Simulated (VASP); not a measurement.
Input of a VASP 6.6.1 run:

INCAR

```
ALGO = Normal
EDIFF = 1E-7
ENCUT = 520
GGA = CA
ISIF = 2
ISMEAR = -1
LASPH = T
LCHARG = F
LREAL = F
LWAVE = F
NBANDS = 11
NELM = 60
PREC = Accurate
SIGMA = 0.05
```

File KPOINTS:

```
k-points
0
Gamma
  12 12 12
```

File POSCAR:

```
Pt
1.0
    0.0000000000      1.9208704006      1.9208704006
    1.9208704006      0.0000000000      1.9208704006
    1.9208704006      1.9208704006      0.0000000000
Pt
1
Direct
    0.0000000000      0.0000000000      0.0000000000
```

Potentials or basis: VASP PAW LDA potentials, release 64 (Pt).

The run is started by

```sh
$ cat potpaw_LDA.64/Pt/POTCAR > POTCAR
$ mpirun -np 1 vasp_std > vasp.out
```

Task: What does it give for the band gap on the k mesh?

Result: Zero (band 5 reaches 12.97 eV, above the bottom of band 6 at 10.47 eV).

Task: Estimate the pressure.

Result: 14.9 GPa.

Caveat: spin-orbit coupling is left out, which moves the levels of the heavy elements.
